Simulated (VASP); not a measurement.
# SrTiO3 (Pm-3m) in VASP: a series of runs

Runs on SrTiO3. Level: r2SCAN. Tasks: dielectric tensor.

Everything below comes from runs of VASP 6.6.1. Logs are shortened: lines on timing, memory, paths and dates and some standing lists are left out, and cuts for length are marked.

### 1 The cell of the first run

It takes space group Pm-3m (No. 221, cubic). Conventional cell: a = 3.751 Å, b = 3.751 Å, c = 3.751 Å, α = 90.00°, β = 90.00°, γ = 90.00°. Sr (site symmetry m-3m) has 12 O at 2.65 Å and 8 Ti at 3.25 Å within 3.5 Å. Ti (site symmetry m-3m) has 6 O at 1.88 Å within 2.5 Å. O (site symmetry 4/mmm) has 2 Ti at 1.88 Å within 2.5 Å.

### 2 Dielectric tensor, r2SCAN (strain -4.0%)

The input, INCAR:

```
SYSTEM = SrTiO3
PREC = Accurate
ENCUT = 520
EDIFF = 1E-8
ISMEAR = 0
SIGMA = 0.01
LREAL = .False.
LASPH = .True.
NELM = 60
ALGO = Normal
ISIF = 2
LWAVE = .False.
LCHARG = .False.
METAGGA = R2SCAN
LMIXTAU = .True.
LCALCEPS = .True.
```

The input, KPOINTS:

```
regular mesh
0
Gamma
  6 6 6
  0 0 0
```

The input, POSCAR:

```
SrTiO3
1.0
    3.7505774415      0.0000000000      0.0000000000
    0.0000000000      3.7505774415      0.0000000000
    0.0000000000      0.0000000000      3.7505774415
Sr Ti O
1 1 3
Direct
    0.0000000000      0.0000000000      0.0000000000
    0.5000000000      0.5000000000      0.5000000000
    0.5000000000      0.5000000000      0.0000000000
    0.5000000000      0.0000000000      0.5000000000
    0.0000000000      0.5000000000      0.5000000000
```

Potentials or basis: VASP PAW PBE potentials, release 64 (Sr_sv, Ti_sv, O).

On the command line:

```sh
> cat potpaw_PBE.64/Sr_sv/POTCAR potpaw_PBE.64/Ti_sv/POTCAR potpaw_PBE.64/O/POTCAR > POTCAR
> mpirun -np 1 vasp_std > vasp.out
```

OUTCAR:

```text
SYSTEM = SrTiO3
   PREC = Accurate
   ENCUT = 520
   EDIFF = 1E-8
   ISMEAR = 0
   LREAL = .False.
   LASPH = .True.
   NELM = 60
   ISIF = 2
   METAGGA = R2SCAN

 ion  position               nearest neighbor table
   1  0.000  0.000  0.000-   3 2.65   4 2.65   5 2.65   4 2.65   5 2.65   3 2.65   5 2.65   5 2.65
                             3 2.65   4 2.65   4 2.65   3 2.65   2 3.25   2 3.25   2 3.25   2 3.25
   2  0.500  0.500  0.500-   3 1.88   4 1.88   5 1.88   3 1.88   4 1.88   5 1.88   1 3.25   1 3.25
                             1 3.25   1 3.25   1 3.25   1 3.25   1 3.25   1 3.25
   3  0.500  0.500  0.000-   2 1.88   2 1.88   1 2.65   1 2.65   1 2.65   1 2.65
   4  0.500  0.000  0.500-   2 1.88   2 1.88   1 2.65   1 2.65   1 2.65   1 2.65
   5  0.000  0.500  0.500-   2 1.88   2 1.88   1 2.65   1 2.65   1 2.65   1 2.65

  LATTYP: Found a simple cubic cell.
 ALAT       =     3.7505774415

  Lattice vectors:

 A1 = (   3.7505774415,   0.0000000000,   0.0000000000)
 A2 = (   0.0000000000,   3.7505774415,   0.0000000000)
 A3 = (   0.0000000000,   0.0000000000,   3.7505774415)

Analysis of symmetry for initial positions (statically):
=====================================================================
 Subroutine PRICEL returns:
 Original cell was already a primitive cell.

 Routine SETGRP: Setting up the symmetry group for a
 simple cubic supercell.

 Subroutine GETGRP returns: Found 48 space group operations
 (whereof 48 operations were pure point group operations)
 out of a pool of 48 trial point group operations.

The static configuration has the point symmetry O_h .

Analysis of symmetry for dynamics (positions and initial velocities):
=====================================================================
 Subroutine PRICEL returns:
 Original cell was already a primitive cell.

 Routine SETGRP: Setting up the symmetry group for a
 simple cubic supercell.

 Subroutine GETGRP returns: Found 48 space group operations
 (whereof 48 operations were pure point group operations)
 out of a pool of 48 trial point group operations.

The dynamic configuration has the point symmetry O_h .

 Subroutine INISYM returns: Found 48 space group operations
 (whereof 48 operations are pure point group operations),
 and found     1 'primitive' translations

----------------------------------------------------------------------------------------

                                     Primitive cell

  volume of cell :      52.7587

  direct lattice vectors                    reciprocal lattice vectors
     3.750577441  0.000000000  0.000000000     0.266625610  0.000000000  0.000000000
     0.000000000  3.750577441  0.000000000     0.000000000  0.266625610  0.000000000
     0.000000000  0.000000000  3.750577441     0.000000000  0.000000000  0.266625610

  length of vectors
     3.750577441  3.750577441  3.750577441     0.266625610  0.266625610  0.266625610

  position of ions in fractional coordinates (direct lattice)
     0.000000000  0.000000000  0.000000000
     0.500000000  0.500000000  0.500000000
     0.500000000  0.500000000  0.000000000
     0.500000000  0.000000000  0.500000000
     0.000000000  0.500000000  0.500000000

  ion indices of the primitive-cell ions
   primitive index   ion index
                 1           1
                 2           2
                 3           3
                 4           4
                 5           5

----------------------------------------------------------------------------------------

 KPOINTS: regular mesh

Automatic generation of k-mesh.
 Grid dimensions read from file:
 generate k-points for:    6    6    6

 Generating k-lattice:

  Cartesian coordinates                     Fractional coordinates (reciprocal lattice)
     0.044437602  0.000000000  0.000000000     0.166666667  0.000000000  0.000000000
     0.000000000  0.044437602  0.000000000     0.000000000  0.166666667  0.000000000
     0.000000000  0.000000000  0.044437602     0.000000000  0.000000000  0.166666667

  Length of vectors
     0.044437602  0.044437602  0.044437602

  Shift w.r.t. Gamma in fractional coordinates (k-lattice)
[... 45 lines left out ...]
   ENCUT  =  520.0 eV  38.22 Ry    6.18 a.u.   6.97  6.97  6.97*2*pi/ulx,y,z
   NELM   =     60;   NELMIN=  2; NELMDL= -5     # of ELM steps
   EDIFF  = 0.1E-07   stopping-criterion for ELM
   LREAL  =      F    real-space projection
   EDIFFG = 0.1E-06   stopping-criterion for IOM
   NSW    =      0    number of steps for IOM
   IBRION =     -1    ionic relax: 0-MD 1-quasi-New 2-CG
   NFREE  =      0    steps in history (QN), initial steepest desc. (CG)
   ISIF   =      2    stress and relaxation
   ISYM   =      2    0-nonsym 1-usesym 2-fastsym
   POTIM  = 0.5000    time-step for ionic-motion
   TEBEG  =    0.0;   TEEND  =   0.0 temperature during run
   PSTRESS=    0.0 pullay stress
   NELECT =      40.0000    total number of electrons
   NUPDOWN=      -1.0000    fix difference up-down
   EMIN   =  10.00;   EMAX   =-10.00  energy-range for DOS
   EFERMI =   0.00;   METHOD = LEGACY
   ISMEAR =     0;   SIGMA  =   0.01  broadening in eV -4-tet -1-fermi 0-gaus
   EFERMI_NEDOS =   21; number of points for ismear=-14 and -15
   IALGO  =     38    algorithm
   IMIX   =      4    mixing-type and parameters
     AMIX     =   0.40;   BMIX     =  1.00
     AMIX_MAG =   1.60;   BMIX_MAG =  1.00
  volume/ion in A,a.u.               =      10.55        71.21
  Fermi-wavevector in a.u.,A,eV,Ry     =   1.492783  2.820951 30.319239  2.228401
  Thomas-Fermi vector in A             =   2.605267
   LORBIT       =      0    0 simple, 1 ext, 2 COOP (PROOUT), +10 PAW based schemes
   METAGGA = R2SCAN    functional components
   LHFCALC =     F    Hartree Fock is set to
   AEXX    =    0.0000 exact exchange contribution
   IVDW    =     0    specifies the selected vdW correction
   LEPSILON=     F    determine dielectric tensor
   LRPA    =     F    only Hartree local field effects (RPA)
   LRPA       =     F
 non-spin polarized calculation
 Gauss-broadening in eV      SIGMA  =   0.01
  energy-cutoff  :      520.00
  volume of cell :       52.76
 maximum number of plane-waves:      1452
 NGX is ok and might be reduce to    28
   NGX = 13   NGY = 13   NGZ = 13

 Total electronic dipole moment: p[elc]=(    -0.00000     0.00000    -0.00000 ) |e| Angst

 number of electron      39.9999976 magnetization

 Free energy of the ion-electron system (eV)
  ---------------------------------------------------
  ext. energy  EPLUGINS =         0.00000000
  ---------------------------------------------------
  free energy    TOTEN  =       -62.68694269 eV

  energy without entropy =      -62.68694269  energy(sigma->0) =      -62.68694269

 E-fermi :   5.0867     XC(G=0): -12.6437

 val. band max:        4.8978670791   @ k =   0.5000   0.5000   0.5000
 cond. band min:   10000.0000000000   @ k =   0.0000   0.0000   0.0000
 fundamental gap:   9995.1021329209
 Fermi energy:         5.0867093685

 k-point     1 :       0.0000    0.0000    0.0000
  band No.  band energies     occupation
      1     -53.2075      2.00000
      2     -28.6271      2.00000
      3     -28.5076      2.00000
      4     -28.5076      2.00000
      5     -28.5075      2.00000
      6     -13.9606      2.00000
[... 637 lines left out ...]
     23   10000.0000      0.00000
     24   10000.0000      0.00000

 [... further k-points ...]

------------------------ aborting loop because EDIFF is reached ----------------------------------------

            Ionic dipole moment: p[ion]=(   -45.00693   -45.00693   -45.00693 ) |e| Angst

 Total electronic dipole moment: p[elc]=(     0.00000     0.00000     0.01303 ) |e| Angst

 MACROSCOPIC STATIC DIELECTRIC TENSOR (including local field effects)
 ------------------------------------------------------
           5.470328    -0.000000     0.000000
          -0.000000     5.470328    -0.000000
          -0.000000    -0.000000     5.470328
 ------------------------------------------------------

 PIEZOELECTRIC TENSOR (including local field effects) (e Angst)
          XX          YY          ZZ          XY          YZ          ZX
  --------------------------------------------------------------------------------
  x     0.00000     0.00000     0.00000     0.00000     0.00000     0.00000
  y     0.00000     0.00000     0.00000     0.00000     0.00000     0.00000
  z     0.00000     0.00000     0.00000     0.00000     0.00000     0.00000

 PIEZOELECTRIC TENSOR (including local field effects) (C/m^2)
          XX          YY          ZZ          XY          YZ          ZX
  --------------------------------------------------------------------------------
  x     0.00000     0.00000     0.00000     0.00000     0.00000     0.00000
  y     0.00000     0.00000     0.00000     0.00000     0.00000     0.00000
  z     0.00000     0.00000     0.00000     0.00000     0.00000     0.00000

 BORN EFFECTIVE CHARGES (including local field effects) (in |e|, cummulative output)
 ---------------------------------------------------------------------------------
 ion    1
    1     2.56444     0.00000    -0.00000
    2     0.00000     2.56444     0.00000
    3     0.00000     0.00000     2.56444
 ion    2
    1     7.04641     0.00000     0.00000
    2    -0.00000     7.04641     0.00000
    3     0.00000    -0.00000     7.04641
 ion    3
    1    -2.03753    -0.00000    -0.00000
    2    -0.00000    -2.03753    -0.00000
    3     0.00000    -0.00000    -5.53580
 ion    4
    1    -2.03753     0.00000    -0.00000
    2    -0.00000    -5.53580     0.00000
    3     0.00000    -0.00000    -2.03753
 ion    5
    1    -5.53580    -0.00000     0.00000
    2     0.00000    -2.03753     0.00000
    3    -0.00000    -0.00000    -2.03753

  FORCE on cell =-STRESS in cart. coord.  units (eV):
  Direction    XX          YY          ZZ          XY          YZ          ZX
  --------------------------------------------------------------------------------------
  -------------------------------------------------------------------------------------
  Total       10.4287944     10.4287944     10.4287944      0.0000000      0.0000000     -0.0000000
  in kB      316.7016135    316.7016135    316.7016135      0.0000000      0.0000000     -0.0000000
  external PRESSURE =     316.7016135 kB  Pullay stress =       0.0000000 kB

 VOLUME and BASIS-vectors are now :
 -----------------------------------------------------------------------------
  energy-cutoff  :      520.00
  volume of cell :       52.76
      direct lattice vectors                 reciprocal lattice vectors
     3.750577441  0.000000000  0.000000000     0.266625610  0.000000000  0.000000000
     0.000000000  3.750577441  0.000000000     0.000000000  0.266625610  0.000000000
     0.000000000  0.000000000  3.750577441     0.000000000  0.000000000  0.266625610

 POSITION                                       TOTAL-FORCE (eV/Angst)
 -----------------------------------------------------------------------------------
      0.00000      0.00000      0.00000         0.000000      0.000000      0.000000
      1.87529      1.87529      1.87529         0.000000      0.000000      0.000000
      1.87529      1.87529      0.00000         0.000000      0.000000      0.000000
      1.87529      0.00000      1.87529         0.000000      0.000000      0.000000
      0.00000      1.87529      1.87529         0.000000      0.000000      0.000000
 -----------------------------------------------------------------------------------
    total drift:                                0.000000      0.000000      0.000000

  FREE ENERGIE OF THE ION-ELECTRON SYSTEM (eV)
  ---------------------------------------------------
  free  energy   TOTEN  =       -62.6869426902 eV

  energy  without entropy=      -62.6869426902  energy(sigma->0) =      -62.68694269
```

Wall time 37 min (1 thread of Intel Xeon Platinum 8375C at 2.90GHz (Ice Lake), shared host); peak memory 0.35 GiB.

Results:

```yaml
Band_gap_on_the_k_mesh: 2.53 eV (least direct gap 2.81 eV)
Electronic_dielectric_tensor_diagonal: 5.47
Born_charges_mean_of_the_diagonal: Sr +2.56; Ti +7.05; O -3.20 e
```

Electronic dielectric tensor:
```
5.47 0.00 0.00
0.00 5.47 0.00
0.00 0.00 5.47
```

Born effective charge tensors (e):
atom 1, Sr
```
2.56 0.00 0.00
0.00 2.56 0.00
0.00 0.00 2.56
```
atom 2, Ti
```
7.05 0.00 0.00
0.00 7.05 0.00
0.00 0.00 7.05
```
atom 3, O
```
-2.04  0.00  0.00
 0.00 -2.04  0.00
 0.00  0.00 -5.54
```
atom 4, O
```
-2.04  0.00  0.00
 0.00 -5.54  0.00
 0.00  0.00 -2.04
```
atom 5, O
```
-5.54  0.00  0.00
 0.00 -2.04  0.00
 0.00  0.00 -2.04
```

Dipole moments of the cell (e·Å, modulo the quantum): ionic -45.007, -45.007, -45.007; electronic 0.000, 0.000, 0.013

Caveat: the cell differs from its parent crystal (strain -4.0%); the PAW data sets were made with another functional, which shifts forces and pressure a little. A k mesh can miss the band edges.

(Part 1 of 2 ends here.)
